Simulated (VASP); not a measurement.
# SiC (P1) in VASP: single point with PBE

Aim: the single point of SiC with PBE.

All numbers are computed with VASP 6.6.1; they aren't measurements. Logs are shortened: lines on timing, memory, paths and dates and some standing lists are left out, and cuts for length are marked.

### 1 The cell of the first run

The typed cell holds 8 atoms: a = 3.094 Å, b = 3.094 Å, c = 10.129 Å, α = 90.00°, β = 90.00°, γ = 120.00°.

### 2 Single point, PBE (atom 3 (Si) moved -0.090 Å towards its neighbour atom 3 (Si) at 3.094 Å)

File INCAR:

```
SYSTEM = SiC
PREC     = Accurate       ! precision mode
ENCUT    = 520            ! plane-wave cutoff, eV
EDIFF    = 1E-7           ! SCF threshold, eV
ISMEAR   = 0              ! smearing method
SIGMA    = 0.05           ! smearing width, eV
LREAL    = .FALSE.        ! projectors in reciprocal space
LASPH    = .TRUE.         ! aspherical terms in the spheres
NELM     = 100            ! most SCF steps
ALGO     = Normal         ! electronic algorithm
ISIF     = 2              ! what is computed and relaxed
LWAVE    = .FALSE.        ! write WAVECAR
LCHARG   = .FALSE.        ! write CHGCAR
GGA      = PE             ! functional
NBANDS   = 26             ! bands
```

File KPOINTS:

```
regular mesh
0
G
  12 12 4
  0 0 0
```

File POSCAR:

```
SiC
1.0
    3.0941201807      0.0000000000      0.0000000000
   -1.5470600903      2.6795866789      0.0000000000
    0.0000000000      0.0000000000     10.1293391985
Si C
4 4
Direct
    0.6666666667      0.3333333333      0.9378441878
    0.3333333333      0.6666666667      0.4378441878
    0.0290874287      0.0290874287      0.6878995565
    0.0000000000      0.0000000000      0.1878995565
    0.6666666667      0.3333333333      0.7498074459
    0.3333333333      0.6666666667      0.2498074459
    0.0000000000      0.0000000000      0.5004478098
    0.0000000000      0.0000000000      0.0004478098
```

Potentials or basis: VASP PAW PBE potentials, release 64 (Si, C).

On the command line:

```
$ cat potpaw_PBE.64/Si/POTCAR potpaw_PBE.64/C/POTCAR > POTCAR
$ mpirun -np 1 vasp_std > vasp.out
```

OUTCAR:

```text
SYSTEM = SiC
   PREC = Accurate
   ENCUT = 520
   EDIFF = 1E-7
   ISMEAR = 0
   LREAL = .FALSE.
   LASPH = .TRUE.
   NELM = 100
   ISIF = 2
   GGA = PE

 ion  position               nearest neighbor table
   1  0.667  0.333  0.938-   8 1.90   8 1.90   8 1.90   5 1.90   3 3.05   4 3.10   4 3.10   4 3.10
                             3 3.10   3 3.14
   2  0.333  0.667  0.438-   7 1.90   7 1.90   7 1.90   6 1.90   3 3.06   4 3.10   4 3.10   4 3.10
                             3 3.10   3 3.15
   3  0.029  0.029  0.688-   5 1.82   5 1.90   7 1.90   5 1.97   1 3.05   2 3.06   1 3.10   2 3.10
                             1 3.14   2 3.15
   4  0.000  0.000  0.188-   6 1.89   6 1.89   6 1.89   8 1.90   2 3.10   2 3.10   2 3.10   1 3.10
                             1 3.10   1 3.10
   5  0.667  0.333  0.750-   3 1.82   3 1.90   1 1.90   3 1.97
   6  0.333  0.667  0.250-   4 1.89   4 1.89   4 1.89   2 1.90
   7  0.000  0.000  0.500-   2 1.90   2 1.90   2 1.90   3 1.90
   8  0.000  0.000  0.000-   1 1.90   1 1.90   1 1.90   4 1.90

  LATTYP: Found a hexagonal cell.
 ALAT       =     3.0941201807
 C/A-ratio  =     3.2737381249

  Lattice vectors:

 A1 = (   3.0941201807,   0.0000000000,   0.0000000000)
 A2 = (  -1.5470600903,   2.6795866789,   0.0000000000)
 A3 = (   0.0000000000,   0.0000000000,  10.1293391985)

Analysis of symmetry for initial positions (statically):
=====================================================================
 Subroutine PRICEL returns:
 Original cell was already a primitive cell.

 Routine SETGRP: Setting up the symmetry group for a
 hexagonal supercell.

 Subroutine GETGRP returns: Found  1 space group operations
 (whereof  1 operations were pure point group operations)
 out of a pool of 24 trial point group operations.

The static configuration has the point symmetry C_1 .

Analysis of symmetry for dynamics (positions and initial velocities):
=====================================================================
 Subroutine PRICEL returns:
 Original cell was already a primitive cell.

 Routine SETGRP: Setting up the symmetry group for a
 hexagonal supercell.

 Subroutine GETGRP returns: Found  1 space group operations
 (whereof  1 operations were pure point group operations)
 out of a pool of 24 trial point group operations.

The dynamic configuration has the point symmetry C_1 .

 Subroutine INISYM returns: Found  1 space group operations
 (whereof  1 operations are pure point group operations),
 and found     1 'primitive' translations

[... 113 lines left out ...]
   ISYM   =      2    0-nonsym 1-usesym 2-fastsym
   POTIM  = 0.5000    time-step for ionic-motion
   TEBEG  =    0.0;   TEEND  =   0.0 temperature during run
   PSTRESS=    0.0 pullay stress
   NELECT =      32.0000    total number of electrons
   NUPDOWN=      -1.0000    fix difference up-down
   EMIN   =  10.00;   EMAX   =-10.00  energy-range for DOS
   EFERMI =   0.00;   METHOD = LEGACY
   ISMEAR =     0;   SIGMA  =   0.05  broadening in eV -4-tet -1-fermi 0-gaus
   EFERMI_NEDOS =   21; number of points for ismear=-14 and -15
   IALGO  =     38    algorithm
   IMIX   =      4    mixing-type and parameters
     AMIX     =   0.40;   BMIX     =  1.00
     AMIX_MAG =   1.60;   BMIX_MAG =  1.00
  volume/ion in A,a.u.               =      10.50        70.84
  Fermi-wavevector in a.u.,A,eV,Ry     =   1.186851  2.242823 19.165368  1.408615
  Thomas-Fermi vector in A             =   2.323015
   LORBIT       =      0    0 simple, 1 ext, 2 COOP (PROOUT), +10 PAW based schemes
   GGA     = PE    functional components
   LHFCALC =     F    Hartree Fock is set to
   AEXX    =    0.0000 exact exchange contribution
   IVDW    =     0    specifies the selected vdW correction
   LEPSILON=     F    determine dielectric tensor
   LRPA    =     F    only Hartree local field effects (RPA)
 non-spin polarized calculation
 Gauss-broadening in eV      SIGMA  =   0.05
  energy-cutoff  :      520.00
  volume of cell :       83.98
 maximum number of plane-waves:      2280
   NGX = 11   NGY = 11   NGZ = 37

 number of electron      32.0000001 magnetization

 Free energy of the ion-electron system (eV)
  ---------------------------------------------------
  ext. energy  EPLUGINS =         0.00000000
  ---------------------------------------------------
  free energy    TOTEN  =       -60.17029434 eV

  energy without entropy =      -60.17029434  energy(sigma->0) =      -60.17029434

 E-fermi :   8.3481     XC(G=0): -11.2899

 val. band max:        8.1487813133   @ k =   0.0000   0.0000   0.0000
 cond. band min:      10.2216838758   @ k =   0.5000   0.5000   0.0000
 fundamental gap:      2.0729025626
 Fermi energy:         8.3481398632

 k-point     1 :       0.0000    0.0000    0.0000
  band No.  band energies     occupation
      1      -7.3567      2.00000
      2      -6.1929      2.00000
      3      -6.1592      2.00000
      4      -3.8466      2.00000
      5      -0.5173      2.00000
      6       3.6546      2.00000
[... 685 lines left out ...]
     25      15.8882      0.00000
     26      16.2862      0.00000

 [... further k-points ...]

------------------------ aborting loop because EDIFF is reached ----------------------------------------

  FORCE on cell =-STRESS in cart. coord.  units (eV):
  Direction    XX          YY          ZZ          XY          YZ          ZX
  --------------------------------------------------------------------------------------
  -------------------------------------------------------------------------------------
  Total        0.6311318     -0.3466596      0.0160647      0.3650554      0.3521573      0.3491609
  in kB       12.0405001     -6.6134444      0.3064772      6.9643924      6.7183278      6.6611638
  external PRESSURE =       1.9111776 kB  Pullay stress =       0.0000000 kB

 VOLUME and BASIS-vectors are now :
 -----------------------------------------------------------------------------
  energy-cutoff  :      520.00
  volume of cell :       83.98
      direct lattice vectors                 reciprocal lattice vectors
     3.094120181  0.000000000  0.000000000     0.323193652  0.186595942  0.000000000
    -1.547060090  2.679586679  0.000000000     0.000000000  0.373191884  0.000000000
     0.000000000  0.000000000 10.129339199     0.000000000  0.000000000  0.098723123

 POSITION                                       TOTAL-FORCE (eV/Angst)
 -----------------------------------------------------------------------------------
      1.54706      0.89320      9.49974         0.012777      0.024082     -0.005061
     -0.00000      1.78639      4.43507         0.011804      0.028272     -0.002615
      0.04500      0.07794      6.96797        -1.058043     -1.415727     -0.140707
      0.00000      0.00000      1.90330         0.002356      0.005019     -0.000986
      1.54706      0.89320      7.59505         0.925294      1.180275      0.131616
     -0.00000      1.78639      2.53038         0.009627      0.016059     -0.000877
      0.00000      0.00000      5.06921         0.097014      0.161838      0.019589
      0.00000      0.00000      0.00454        -0.000829      0.000182     -0.000960
 -----------------------------------------------------------------------------------
    total drift:                                0.000022      0.000036     -0.000964

  FREE ENERGIE OF THE ION-ELECTRON SYSTEM (eV)
  ---------------------------------------------------
  free  energy   TOTEN  =       -60.1702943356 eV

  energy  without entropy=      -60.1702943356  energy(sigma->0) =      -60.17029434
```

stdout:

```text
POSCAR found type information on POSCAR SiC
 POSCAR found :  2 types and       8 ions
 scaLAPACK will be used
 LDA part: xc-table for (Slater+PW92), standard interpolation
 POSCAR, INCAR and KPOINTS ok, starting setup
 FFT: planning ... GRIDC
 FFT: planning ... GRID_SOFT
 FFT: planning ... GRID
 WAVECAR not read
 entering main loop
```

Run time: 10 min. Hardware: 1 thread of Intel Xeon Platinum 8259CL at 2.50GHz (Skylake/Cascade Lake), shared host; peak memory 0.54 GiB.

Results:

| Property | Result |
| --- | --- |
| Free energy | -60.1703 eV |
| Pressure | 0.2 GPa |
| Largest force | 1.773 eV/Å |
| Band gap on the k mesh | 2.07 eV (least direct gap 3.27 eV) |

Forces in eV/Å, atoms in the order of the input:
```
Si   0.013  0.024 -0.005
Si   0.012  0.028 -0.003
Si  -1.058 -1.416 -0.141
Si   0.002  0.005 -0.001
C    0.925  1.180  0.132
C    0.010  0.016 -0.001
C    0.097  0.162  0.020
C   -0.001  0.000 -0.001
```

Caveat: the cell differs from its parent crystal (atom 3 (Si) moved -0.090 Å towards its neighbour atom 3 (Si) at 3.094 Å); forces of over 1 eV/Å act on the atoms, so gaps and moduli don't describe the material at rest. A k mesh can miss the band edges.
